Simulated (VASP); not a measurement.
# Nb (Im-3m) in VASP: notebook

The runs below take Nb through relaxation of cell and atoms, single point, with PBE.

Everything below comes from runs of VASP 6.6.1. Logs are shortened: lines on timing, memory, paths and dates and some standing lists are left out, and cuts for length are marked.

## 1. The cell of the first run

It takes space group Im-3m (No. 229, cubic). Conventional cell: a = 3.310 Å, b = 3.310 Å, c = 3.310 Å, α = 90.00°, β = 90.00°, γ = 90.00°. Nb (site symmetry m-3m) has 14 Nb at 2.87 to 3.31 Å within 3.8 Å.

## 2. Relaxation of cell and atoms, PBE

INCAR

```
SYSTEM = Nb
  ALGO = Normal
  EDIFF = 1E-6
  EDIFFG = -0.01
  ENCUT = 600
  GGA = PE
  IBRION = 2
  ISIF = 3
  ISMEAR = 0
  LASPH = .True.
  LCHARG = .False.
  LREAL = .False.
  LWAVE = .False.
  NELM = 100
  NSW = 80
  PREC = Accurate
  SIGMA = 0.05
```

KPOINTS

```
k-points
0
Gamma
  14 14 14
  0 0 0
```

POSCAR

```
Nb
1.0
   -1.6550000000      1.6550000000      1.6550000000
    1.6550000000     -1.6550000000      1.6550000000
    1.6550000000      1.6550000000     -1.6550000000
Nb
1
Direct
    0.0000000000      0.0000000000      0.0000000000
```

Potentials or basis: VASP PAW PBE potentials, release 64 (Nb_sv).

On the command line:

```
$ cat potpaw_PBE.64/Nb_sv/POTCAR > POTCAR
$ mpirun -np 1 vasp_std > vasp.out
```

OUTCAR:

```text
SYSTEM = Nb
   EDIFF = 1E-6
   EDIFFG = -0.01
   ENCUT = 600
   GGA = PE
   IBRION = 2
   ISIF = 3
   ISMEAR = 0
   LASPH = .True.
   LREAL = .False.
   NELM = 100
   NSW = 80
   PREC = Accurate

 ion  position               nearest neighbor table
   1  0.000  0.000  0.000-

  LATTYP: Found a body centered cubic cell.
 ALAT       =     3.3100000000

  Lattice vectors:

 A1 = (  -1.6550000000,   1.6550000000,   1.6550000000)
 A2 = (   1.6550000000,  -1.6550000000,   1.6550000000)
 A3 = (   1.6550000000,   1.6550000000,  -1.6550000000)

Analysis of symmetry for initial positions (statically):
=====================================================================
 Subroutine PRICEL returns:
 Original cell was already a primitive cell.

 Routine SETGRP: Setting up the symmetry group for a
 body centered cubic supercell.

 Subroutine GETGRP returns: Found 48 space group operations
 (whereof 48 operations were pure point group operations)
 out of a pool of 48 trial point group operations.

The static configuration has the point symmetry O_h .

Analysis of symmetry for dynamics (positions and initial velocities):
=====================================================================
 Subroutine PRICEL returns:
 Original cell was already a primitive cell.

 Routine SETGRP: Setting up the symmetry group for a
 body centered cubic supercell.

 Subroutine GETGRP returns: Found 48 space group operations
 (whereof 48 operations were pure point group operations)
 out of a pool of 48 trial point group operations.

The dynamic configuration has the point symmetry O_h .

 Subroutine INISYM returns: Found 48 space group operations
 (whereof 48 operations are pure point group operations),
 and found     1 'primitive' translations

----------------------------------------------------------------------------------------

                                     Primitive cell

  volume of cell :      18.1323

  direct lattice vectors                    reciprocal lattice vectors
    -1.655000000  1.655000000  1.655000000     0.000000000  0.302114804  0.302114804
     1.655000000 -1.655000000  1.655000000     0.302114804  0.000000000  0.302114804
     1.655000000  1.655000000 -1.655000000     0.302114804  0.302114804  0.000000000

  length of vectors
     2.866544087  2.866544087  2.866544087     0.427254853  0.427254853  0.427254853

  position of ions in fractional coordinates (direct lattice)
     0.000000000  0.000000000  0.000000000

  ion indices of the primitive-cell ions
   primitive index   ion index
                 1           1

----------------------------------------------------------------------------------------

 KPOINTS: k-points

Automatic generation of k-mesh.
 Grid dimensions read from file:
 generate k-points for:   14   14   14

 Generating k-lattice:

  Cartesian coordinates                     Fractional coordinates (reciprocal lattice)
     0.000000000  0.021579629  0.021579629     0.071428571  0.000000000  0.000000000
     0.021579629  0.000000000  0.021579629     0.000000000  0.071428571  0.000000000
     0.021579629  0.021579629  0.000000000     0.000000000  0.000000000  0.071428571

  Length of vectors
     0.030518204  0.030518204  0.030518204

  Shift w.r.t. Gamma in fractional coordinates (k-lattice)
     0.000000000  0.000000000  0.000000000

 Subroutine IBZKPT returns following result:
 ===========================================

 Found    104 irreducible k-points:

 Following reciprocal coordinates:
            Coordinates               Weight
  0.000000  0.000000  0.000000      1.000000
  0.071429  0.000000  0.000000     12.000000
  0.142857  0.000000  0.000000     12.000000
  0.214286  0.000000  0.000000     12.000000
  0.285714  0.000000  0.000000     12.000000
  0.357143  0.000000  0.000000     12.000000
[... 16 lines left out ...]
  0.285714  0.285714  0.000000     24.000000
  0.357143  0.285714  0.000000     24.000000
 [... further k-points ...]
   k-points           NKPTS =    104   k-points in BZ     NKDIM =    104   number of bands    NBANDS=     10
   number of dos      NEDOS =    301   number of ions     NIONS =      1
   total plane-waves  NPLWV =  13824
   dimension x,y,z NGX =    24 NGY =   24 NGZ =   24
   dimension x,y,z NGXF=    48 NGYF=   48 NGZF=   48
   ions per type =               1
   NGX,Y,Z   is equivalent  to a cutoff of  13.92, 13.92, 13.92 a.u.
   NGXF,Y,Z  is equivalent  to a cutoff of  27.84, 27.84, 27.84 a.u.
 SYSTEM =  Nb
   PREC   = accura    normal or accurate (medium, high low for compatibility)
   ISTART =      0    job   : 0-new  1-cont  2-samecut
   ICHARG =      2    charge: 1-file 2-atom 10-const
   ISPIN  =      1    spin polarized calculation?
   LNONCOLLINEAR =      F non collinear calculations
   LSORBIT =      F    spin-orbit coupling
   LASPH  =      T    aspherical Exc in radial PAW
   ENCUT  =  600.0 eV  44.10 Ry    6.64 a.u.   5.73  5.73  5.73*2*pi/ulx,y,z
   NELM   =    100;   NELMIN=  2; NELMDL= -5     # of ELM steps
   EDIFF  = 0.1E-05   stopping-criterion for ELM
   LREAL  =      F    real-space projection
   EDIFFG = -.1E-01   stopping-criterion for IOM
   NSW    =     80    number of steps for IOM
   IBRION =      2    ionic relax: 0-MD 1-quasi-New 2-CG
   NFREE  =      1    steps in history (QN), initial steepest desc. (CG)
   ISIF   =      3    stress and relaxation
   ISYM   =      2    0-nonsym 1-usesym 2-fastsym
   POTIM  = 0.5000    time-step for ionic-motion
   TEBEG  =    0.0;   TEEND  =   0.0 temperature during run
   PSTRESS=    0.0 pullay stress
   NELECT =      13.0000    total number of electrons
   NUPDOWN=      -1.0000    fix difference up-down
   EMIN   =  10.00;   EMAX   =-10.00  energy-range for DOS
   EFERMI =   0.00;   METHOD = LEGACY
   ISMEAR =     0;   SIGMA  =   0.05  broadening in eV -4-tet -1-fermi 0-gaus
   EFERMI_NEDOS =   21; number of points for ismear=-14 and -15
   IALGO  =     38    algorithm
   IMIX   =      4    mixing-type and parameters
     AMIX     =   0.40;   BMIX     =  1.00
     AMIX_MAG =   1.60;   BMIX_MAG =  1.00
  volume/ion in A,a.u.               =      18.13       122.36
  Fermi-wavevector in a.u.,A,eV,Ry     =   1.465226  2.768876 29.210175  2.146887
  Thomas-Fermi vector in A             =   2.581108
   LORBIT       =      0    0 simple, 1 ext, 2 COOP (PROOUT), +10 PAW based schemes
   GGA     = PE    functional components
   LHFCALC =     F    Hartree Fock is set to
   AEXX    =    0.0000 exact exchange contribution
   IVDW    =     0    specifies the selected vdW correction
   LEPSILON=     F    determine dielectric tensor
   LRPA    =     F    only Hartree local field effects (RPA)
 conjugate gradient relaxation of ions
 non-spin polarized calculation
 Gauss-broadening in eV      SIGMA  =   0.05
  energy-cutoff  :      600.00
  volume of cell :       18.13
 maximum number of plane-waves:       622
   NGX = 11   NGY = 11   NGZ = 11

 number of electron      13.0000000 magnetization

 Free energy of the ion-electron system (eV)
  ---------------------------------------------------
  ext. energy  EPLUGINS =         0.00000000
  ---------------------------------------------------
  free energy    TOTEN  =       -10.21262140 eV

  energy without entropy =      -10.21048727  energy(sigma->0) =      -10.21155433

 E-fermi :  11.0967     XC(G=0): -12.4667

 val. band max:       11.0957499063   @ k =   0.5000   0.5000   0.1429
 cond. band min:      11.1191197743   @ k =  -0.2857   0.4286   0.1429
 fundamental gap:      0.0233698679
 Fermi energy:        11.0967283712

 k-point     1 :       0.0000    0.0000    0.0000
  band No.  band energies     occupation
      1     -43.2971      2.00000
      2     -18.6082      2.00000
      3     -18.6082      2.00000
      4     -18.6082      2.00000
      5       5.1512      2.00000
      6      11.4509      0.00000
      7      11.4509      0.00000
      8      11.4509      0.00000
      9      14.3385      0.00000
     10      14.3385      0.00000

 k-point     2 :       0.0714    0.0000    0.0000
  band No.  band energies     occupation
      1     -43.2856      2.00000
      2     -18.6791      2.00000
      3     -18.6297      2.00000
      4     -18.6088      2.00000
      5       5.3599      2.00000
      6      11.3230      0.00000
      7      11.4192      0.00000
      8      11.6505      0.00000
      9      14.1461      0.00000
     10      14.3393      0.00000

 k-point     3 :       0.1429    0.0000    0.0000
  band No.  band energies     occupation
      1     -43.2530      2.00000
      2     -18.8743      2.00000
      3     -18.6896      2.00000
      4     -18.6104      2.00000
      5       5.9391      2.00000
      6      10.9868      1.99812
      7      11.2725      0.00000
      8      12.2368      0.00000
      9      13.8229      0.00000
     10      14.3577      0.00000

 k-point     4 :       0.2143    0.0000    0.0000
  band No.  band energies     occupation
      1     -43.2056      2.00000
      2     -19.1486      2.00000
      3     -18.7750      2.00000
      4     -18.6128      2.00000
      5       6.7224      2.00000
      6      10.5483      2.00000
      7      11.0294      1.94312
      8      13.1707      0.00000
      9      13.7492      0.00000
     10      14.4273      0.00000
[... 222 lines left out ...]
 k-point    22 :       0.3571    0.2143   -0.0000
  band No.  band energies     occupation
      1     -43.0401      2.00000
      2     -19.7500      2.00000
      3     -19.2423      2.00000
      4     -18.7512      2.00000
      5       8.4846      2.00000
      6       9.7034      2.00000
      7      11.1938      0.00602
      8      14.2264      0.00000
      9      15.2738      0.00000
     10      19.5397      0.00000

 k-point    23 :       0.2857    0.2857    0.0000
  band No.  band energies     occupation
      1     -43.0375      2.00000
      2     -19.6771      2.00000
      3     -19.3242      2.00000
      4     -18.7667      2.00000
      5       8.8144      2.00000
      6       9.7925      2.00000
      7      10.7121      2.00000
      8      14.3235      0.00000
      9      15.0982      0.00000
     10      19.9962      0.00000

 k-point    24 :       0.3571    0.2857    0.0000
  band No.  band energies     occupation
      1     -43.0299      2.00000
      2     -19.6270      2.00000
      3     -19.4231      2.00000
      4     -18.7736      2.00000
      5       8.8655      2.00000
      6       9.9420      2.00000
      7      10.5741      2.00000
      8      14.5518      0.00000
      9      15.0299      0.00000
     10      21.2288      0.00000

 [... further k-points ...]
[... 5 lines left out ...]
  --------------------------------------------------------------------------------------
  -------------------------------------------------------------------------------------
  Total       -0.0054578     -0.0054578     -0.0054578     -0.0000000      0.0000000      0.0000000
  in kB       -0.4822558     -0.4822558     -0.4822558     -0.0000000      0.0000000      0.0000000
  external PRESSURE =      -0.4822558 kB  Pullay stress =       0.0000000 kB

 VOLUME and BASIS-vectors are now :
 -----------------------------------------------------------------------------
  energy-cutoff  :      600.00
  volume of cell :       18.13
      direct lattice vectors                 reciprocal lattice vectors
    -1.655000000  1.655000000  1.655000000     0.000000000  0.302114804  0.302114804
     1.655000000 -1.655000000  1.655000000     0.302114804  0.000000000  0.302114804
     1.655000000  1.655000000 -1.655000000     0.302114804  0.302114804  0.000000000

 POSITION                                       TOTAL-FORCE (eV/Angst)
 -----------------------------------------------------------------------------------
      0.00000      0.00000      0.00000         0.000000      0.000000      0.000000
 -----------------------------------------------------------------------------------
    total drift:                                0.000000      0.000000      0.000000

  FREE ENERGIE OF THE ION-ELECTRON SYSTEM (eV)
  ---------------------------------------------------
  free  energy   TOTEN  =       -10.2126213964 eV

  energy  without entropy=      -10.2104872670  energy(sigma->0) =      -10.21155433

 reached required accuracy - stopping structural energy minimisation
```

Run time: 6.3 s. Hardware: 1 thread of Intel Xeon 6975P-C (Granite Rapids), shared host; peak memory 0.15 GiB.

What came out:

```
Free energy             : -10.2126 eV
Pressure after relaxing : 0.0 GPa
```

Final structure:
```
Nb
1.0
    -1.65500    1.65500    1.65500
     1.65500   -1.65500    1.65500
     1.65500    1.65500   -1.65500
Nb
1
Direct
  0.00000 0.00000 0.00000
```

Levels at points of the mesh, in eV from the Fermi level:
```
           k point  band 2  band 3  band 4  band 5  band 6  band 7  band 8  band 9  band 10
(0.00, 0.00, 0.00)  -29.70  -29.70  -29.70   -5.95    0.35    0.35    0.35    3.24     3.24
(0.50, 0.00, 0.00)  -31.03  -30.12  -29.72   -3.71   -1.65    2.24    3.27    3.95     6.30
(0.50, 0.50, 0.50)  -30.61  -30.61  -30.61   -3.69   -3.69    5.54    5.54    5.54     9.01
```

Caveat: the relaxation stopped at its first step, so nothing moved.

## 3. Single point, PBE, non-collinear spin, zero start, spin-orbit coupling

INCAR

```
PREC = Accurate
ENCUT = 520
EDIFF = 1E-7
ISMEAR = 0
SIGMA = 0.05
LREAL = False
LASPH = True
NELM = 150
ALGO = Normal
ISIF = 2
LWAVE = False
LCHARG = True
LNONCOLLINEAR = True
MAGMOM = 0 0 0
LORBIT = 11
LSORBIT = True
GGA_COMPAT = False
LORBMOM = True
LMAXMIX = 4
GGA = PE
LVHAR = True
NBANDS = 24
```

KPOINTS

```
Automatic mesh
0
Gamma
  14 14 14
```

POSCAR

```
Nb
1.0
   -1.6557315458      1.6557315458      1.6557315458
    1.6557315458     -1.6557315458      1.6557315458
    1.6557315458      1.6557315458     -1.6557315458
Nb
1
Direct
    0.0000000000      0.0000000000      0.0000000000
```

Potentials or basis: VASP PAW PBE potentials, release 64 (Nb_sv).

On the command line:

```
$ cat potpaw_PBE.64/Nb_sv/POTCAR > POTCAR
$ mpirun -np 1 vasp_ncl > vasp.out
```

It took 39 s on 1 thread of Intel Xeon 6975P-C (Granite Rapids), shared host; peak memory 0.23 GiB.

It converged, with:

```yaml
Free_energy: -10.3004 eV
Pressure: -0.3 GPa
Net_moment: 0.00 μB per cell
Valence_electrons_inside_the_program's_atomic_spheres: Nb 10.71
```

Moments on the atoms (μB; x, y, z):
```
Nb  0.00 0.00 0.00
```
